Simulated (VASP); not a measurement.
## C: relaxation of cell and atoms with LDA

The system is C.

```xyz
4
Lattice="1.2280 -2.1271 0.0000 1.2280 2.1271 0.0000 0.0000 0.0000 7.1733" Properties=species:S:1:pos:R:3 pbc="T T T"
C     1.2280    1.7724    5.4025
C     1.2280   -0.3547    1.7708
C     1.2280   -1.7724    1.7708
C     1.2280    0.3547    5.4025
```

- Program: VASP 6.6.1
- Task: relaxation of cell and atoms
- Functional: LDA
- Potentials or basis: VASP PAW LDA potentials, release 64 (C)
- Cutoff: 600 eV
- k mesh: 18 × 18 × 6
- Occupations: gaussian, width 0.1 eV
- Spin: no spin polarisation
- Dipole correction: no
- Further INCAR settings: ALGO = Normal; EDIFF = 1e-07; IBRION = 2; EDIFFG = -0.01; NSW = 80; ISIF = 3

* Relaxed volume: 8.58 Å³/atom
* Relaxed cell: a = 2.446 Å, b = 2.446 Å, c = 6.627 Å, α = 90.00°, β = 90.00°, γ = 119.99°
* Space group after relaxing (to 0.1 Å): Fmmm (No. 69)
* Energy gained by relaxing: 5.3 meV/atom
* Ionic steps: 38
* Pressure after relaxing: 0.0 GPa
* Largest force after relaxing: 0.004 eV/Å

Forces in eV/Å, atoms in the order of the input:
```
C    0.000  0.004 -0.001
C    0.000  0.004  0.001
C    0.000 -0.004  0.001
C    0.000 -0.004 -0.001
```

Stress tensor (GPa, compression positive):
```
 0.13  0.00  0.00
 0.00 -0.17  0.00
 0.00  0.00  0.07
```

The path:
| step | energy change (eV) | largest force (eV/Å) | pressure (GPa) | volume (Å³) |
| --- | --- | --- | --- | --- |
| 1 | 0.0000 | 0.0262 | -3.63 | 37.48 |
| 2 | 0.0193 | 0.1139 | 7.35 | 36.33 |
| 3 | -0.0048 | 0.0141 | -0.38 | 37.12 |
| 4 | -0.0048 | 0.0150 | -0.32 | 37.11 |
| 5 | -0.0061 | 0.0533 | -0.28 | 36.97 |
| 6 | -0.0086 | 0.2591 | -0.12 | 36.53 |
| 7 | -0.0072 | 0.6835 | 0.30 | 35.65 |
| 8 | -0.0091 | 0.3886 | -0.01 | 36.25 |
| 9 | -0.0092 | 0.3866 | 0.00 | 36.24 |
| 10 | -0.0096 | 0.3810 | -0.01 | 36.20 |
| 11 | -0.0103 | 0.3698 | -0.02 | 36.13 |
| 12 | -0.0117 | 0.3472 | -0.01 | 35.98 |
| 13 | -0.0142 | 0.3023 | -0.01 | 35.68 |
| 14 | -0.0180 | 0.2128 | 0.01 | 35.08 |
| 15 | -0.0191 | 0.0371 | 0.17 | 33.89 |
| 16 | -0.0199 | 0.1114 | 0.07 | 34.40 |
| 17 | -0.0199 | 0.1006 | 0.08 | 34.33 |
| 18 | -0.0204 | 0.0388 | 0.05 | 34.40 |
| 19 | -0.0206 | 0.0375 | 0.01 | 34.47 |
| 20 | -0.0206 | 0.0436 | 0.01 | 34.48 |
| 21 | -0.0206 | 0.0244 | -0.01 | 34.49 |
| 22 | -0.0207 | 0.0133 | -0.04 | 34.50 |
| 23 | -0.0207 | 0.0106 | -0.03 | 34.50 |
| 24 | -0.0207 | 0.0147 | -0.02 | 34.50 |
| 25 | -0.0207 | 0.0136 | -0.02 | 34.50 |
| 26 | -0.0207 | 0.0112 | -0.02 | 34.49 |
| 27 | -0.0207 | 0.0108 | -0.01 | 34.49 |
| 28 | -0.0208 | 0.0238 | 0.00 | 34.47 |
| 29 | -0.0207 | 0.0579 | 0.03 | 34.44 |
| 30 | -0.0208 | 0.0332 | 0.01 | 34.46 |
| 31 | -0.0208 | 0.0325 | 0.01 | 34.46 |
| 32 | -0.0208 | 0.0306 | 0.00 | 34.46 |
| 33 | -0.0208 | 0.0266 | 0.01 | 34.45 |
| 34 | -0.0209 | 0.0189 | 0.00 | 34.44 |
| 35 | -0.0209 | 0.0061 | 0.00 | 34.41 |
| 36 | -0.0210 | 0.0304 | 0.00 | 34.36 |
| 37 | -0.0211 | 0.0093 | 0.00 | 34.34 |
| 38 | -0.0211 | 0.0044 | 0.01 | 34.33 |

Final structure:
```xyz
4
Lattice="1.2231 -2.1179 0.0000 1.2231 2.1179 0.0000 0.0000 0.0000 6.6270" Properties=species:S:1:pos:R:3 pbc="T T T"
C     1.2231    1.7650    4.9721
C     1.2231   -0.3529    1.6549
C     1.2231   -1.7650    1.6549
C     1.2231    0.3529    4.9721
```

Levels at points of the mesh, in eV from the Fermi level:
```tsv
k point	band 4	band 5	band 6	band 7	band 8	band 9	band 10	band 11	band 12
(0.00, 0.00, 0.00)	-6.62	-3.00	-2.98	-2.97	-2.96	3.91	8.41	8.45	8.49
(0.50, 0.00, 0.00)	-13.24	-6.42	-6.42	-2.52	-2.52	1.88	1.88	7.73	7.73
(0.50, 0.50, 0.00)	-13.16	-6.46	-6.40	-3.14	-1.55	0.82	2.56	7.49	7.95
(0.00, 0.00, 0.50)	-7.81	-2.98	-2.98	-2.98	-2.98	6.66	6.69	8.47	8.47
(0.50, 0.00, 0.50)	-13.26	-6.42	-6.42	-2.40	-2.40	1.60	1.60	7.72	7.72
(0.50, 0.50, 0.50)	-13.26	-6.43	-6.43	-2.40	-2.39	1.60	1.61	7.71	7.72
```

Wall time 61 min on 1 thread of AMD EPYC 7R13, with other jobs on the host, peak memory 0.26 GiB.
